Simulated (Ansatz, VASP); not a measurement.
C in VASP and in Ansatz

```
C
1.0
     0.00000    1.83690    1.75665
     1.83690    0.00000    1.75665
     1.83690    1.83690    0.00000
C
2
Direct
  0.50000 0.50000 0.50000
  0.75000 0.75000 0.75000
```

Change from the starting cell: strain +0.030 along x and y, -0.015 along z, atoms carried along.

Alike in both runs: task single point; functional r2SCAN; k mesh 12 × 12 × 12; occupations gaussian, width 0.05 eV; no spin polarisation.

|  | VASP | Ansatz |
| --- | --- | --- |
| version | VASP 6.6.1 | Ansatz 0.2.0 |
| potentials or method | VASP PAW PBE potentials, release 64 (C), cutoff 520 eV | scalar-relativistic, plane waves, PAW |
| valence electrons in the cell | 8 | 8 |

```csv
,VASP,Ansatz,Ansatz less VASP
gap on the k mesh at the Fermi level (eV),3.11,3.13,+0.027
least direct gap on the mesh (eV),4.91,4.95,+0.041
pressure (GPa),-19.3,-20.3,-0.92
"traceless stress, the component that is largest in VASP (GPa)",26.58,26.62,+0.041
```

VASP's potentials were made for PBE, not for r2SCAN.
